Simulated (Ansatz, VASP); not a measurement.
# KCdCO3F in VASP and in Ansatz

```
K Cd C O F
1.0
     5.04193    0.00000    0.00000
    -2.52096    4.36644    0.00000
     0.00000    0.00000    4.42406
K Cd C O F
1 1 1 3 1
Direct
  0.00000 0.00000 0.00000
  0.66667 0.33333 0.50000
  0.33333 0.66667 0.50000
  0.18641 0.37283 0.50000
  0.18641 0.81359 0.50000
  0.62717 0.81359 0.50000
  0.66667 0.33333 0.00000
```

Alike in both runs: task single point; functional PBE; k mesh 6 × 6 × 6; occupations fermi-dirac, width 0.02 eV; no spin polarisation.

```csv
,VASP,Ansatz
version,VASP 6.6.1,Ansatz 0.2.0
potentials or method,"VASP PAW PBE potentials, release 64 (K_sv, Cd, C, O, F)","plane waves, PAW"
plane-wave cutoff (eV),520,420
valence electrons in the cell,50,58
```

```tsv
	VASP	Ansatz	Ansatz less VASP
gap on the k mesh at the Fermi level (eV)	2.00	2.03	+0.030
pressure (GPa)	4.9	4.1	-0.87
traceless stress, the component that is largest in VASP (GPa)	-1.49	-1.07	+0.423
rms of the force components (eV/Å)	0.274	0.172	-0.1020
```

Atom by atom the forces differ by 0.102 eV/Å (rms over components). With one functional, cell and mesh, what is left measures potentials, basis and numerics. VASP's potentials hold 50 valence electrons a cell and Ansatz's 58, so a difference there can come from the potentials and not from the codes.
